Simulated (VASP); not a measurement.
SiC, 8 atoms in the cell. The typed cell holds 8 atoms: a = 3.076 Å, b = 3.076 Å, c = 10.071 Å, α = 90.00°, β = 90.00°, γ = 120.00°. 

```yaml
Program: VASP 6.6.1
Task: single point
Functional: PBE
Potentials_or_basis: VASP PAW PBE potentials, release 64 (Si, C)
Cutoff: 520 eV
k_mesh: 3 × 3 × 1
Occupations: gaussian, width 0.01 eV
Spin: no spin polarisation
Dipole_correction: no
Further_INCAR_settings: ALGO = Normal; EDIFF = 1e-06; NBANDS = 26
```

Potentials or basis: VASP PAW PBE potentials, release 64 (Si, C).

Run with:

```console
$ cat potpaw_PBE.64/Si/POTCAR potpaw_PBE.64/C/POTCAR > POTCAR
$ mpirun -np 1 vasp_std > vasp.out
```

Hardware: 1 thread of Intel(R) Xeon(R) 6975P-C (Granite Rapids), with other jobs on the host.

Question: Estimate the wall time of this run.

Answer: It took 7.4 s on 1 thread of Intel(R) Xeon(R) 6975P-C (Granite Rapids), on a shared host, peak memory 0.19 GiB. Counts: scf iterations 12, k points 5.
